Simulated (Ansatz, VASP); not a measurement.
One calculation of PbS2, two programs

The input INCAR:

```
PREC = Accurate ; ENCUT = 520
EDIFF = 1E-6 ; ISMEAR = -1
SIGMA = 0.02 ; LREAL = False
LASPH = True ; NELM = 100
ALGO = Normal ; ISIF = 2
LWAVE = False ; LCHARG = False
GGA = PS ; NBANDS = 20
```

The input KPOINTS:

```
regular mesh
0
Gamma
  6 6 6
```

POSCAR

```
PbS2
1.0
    1.9098773987      1.1026682303      5.8973836042
   -1.9098773987      1.1026682303      5.8973836042
    0.0000000000     -2.2053364605      5.8973836042
Pb S
1 2
Direct
    0.0000000000      0.0000000000      0.0000000000
    0.2472450479      0.2472450479      0.2472450479
    0.7527549521      0.7527549521      0.7527549521
```

Input for Ansatz:

```yaml
crystal:
  lattice:
    - [1.9098773987, 1.1026682303, 5.8973836042]
    - [-1.9098773987, 1.1026682303, 5.8973836042]
    - [0.0, -2.2053364605, 5.8973836042]
  atoms:
    - { symbol: Pb, position: [0.0, 0.0, 0.0] }
    - { symbol: S, position: [0.2472450479, 0.2472450479, 0.2472450479] }
    - { symbol: S, position: [0.7527549521, 0.7527549521, 0.7527549521] }
kpoints:
  mp_grid: { grid: [6, 6, 6] }
hamiltonian:
  xc: pbesol
scf:
  occupations: { method: fermi_dirac, width: 0.02 }
  n_extra_bands: 4
  mixing: { ndim: 1 }
  max_iter: 89
output:
  forces: true
  stress: true
  eigenvalues: true
```

Alike in both runs: task single point; functional PBEsol; k mesh 6 × 6 × 6; occupations fermi-dirac, width 0.02 eV; no spin polarisation.

|  | VASP | Ansatz |
| --- | --- | --- |
| version | VASP 6.6.1 | Ansatz 0.2.0 |
| potentials or method | VASP PAW PBE potentials, release 64 (Pb_d, S) | plane waves |
| plane-wave cutoff (eV) | 520 | 420 |
| valence electrons in the cell | 26 | 26 |

|  | VASP | Ansatz | Ansatz less VASP |
| --- | --- | --- | --- |
| pressure (GPa) | -0.2 | -0.1 | +0.07 |
| rms of the force components (eV/Å) | 0.018 | 0.017 | -0.0005 |

VASP's potentials were made for PBE, not for PBEsol. Atom by atom the forces differ by 0.001 eV/Å (rms over components).

Spin-orbit coupling is off throughout.
